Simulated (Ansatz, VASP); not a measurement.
## C: VASP beside Ansatz

Contents of INCAR:

```
SYSTEM = C
PREC = Accurate
ENCUT = 520
EDIFF = 1E-7
ISMEAR = 0
SIGMA = 0.05
LREAL = .False.
LASPH = .True.
NELM = 60
ALGO = Normal
ISIF = 2
LWAVE = .False.
LCHARG = .False.
GGA = PE
NBANDS = 11
```

Contents of KPOINTS:

```
regular mesh
0
Gamma
  12 12 12
  0 0 0
```

POSCAR

```
C
1.0
    0.0000000000      1.8170952449      1.7233384878
    1.8170952449      0.0000000000      1.7233384878
    1.8170952449      1.8170952449      0.0000000000
C
2
Direct
    0.5000000000      0.5000000000      0.5000000000
    0.7500000000      0.7500000000      0.7500000000
```

Input for Ansatz:

```yaml
crystal:
  lattice:
    - [0.0, 1.8170952449, 1.7233384878]
    - [1.8170952449, 0.0, 1.7233384878]
    - [1.8170952449, 1.8170952449, 0.0]
  atoms:
    - { symbol: C, position: [0.5, 0.5, 0.5] }
    - { symbol: C, position: [0.75, 0.75, 0.75] }
basis:
  ecutwfc: 520.0
kpoints:
  mp_grid: { grid: [12, 12, 12] }
hamiltonian:
  xc: pbe
  pseudopotentials: { kind: paw, azcp: { folder: soft_1 } }
scf:
  occupations: { method: gaussian, width: 0.05 }
output:
  forces: true
  stress: true
  eigenvalues: true
  write_density: true
  write_potential: true
  elf: true
  volumetric_format: npy
```

Change from the starting cell: strain +e along x and -e along y +0.0000, strain +e along z and -e/2 along x and y -0.0350.

Alike in both runs: task single point; functional PBE; k mesh 12 × 12 × 12; occupations gaussian, width 0.05 eV; no spin polarisation.

|  | VASP | Ansatz |
| --- | --- | --- |
| version | VASP 6.6.1 | Ansatz 0.2.0 |
| potentials or method | VASP PAW PBE potentials, release 64 (C), cutoff 520 eV | scalar-relativistic, plane waves, PAW |
| valence electrons in the cell | 8 | 8 |

```csv
,VASP,Ansatz,Ansatz less VASP
gap on the k mesh at the Fermi level (eV),2.84,2.85,+0.008
least direct gap on the mesh (eV),4.67,4.67,+0.003
pressure (GPa),1.1,0.5,-0.62
"traceless stress, the component that is largest in VASP (GPa)",30.93,30.93,+0.004
```

With one functional, cell and mesh, what is left measures potentials, basis and numerics.
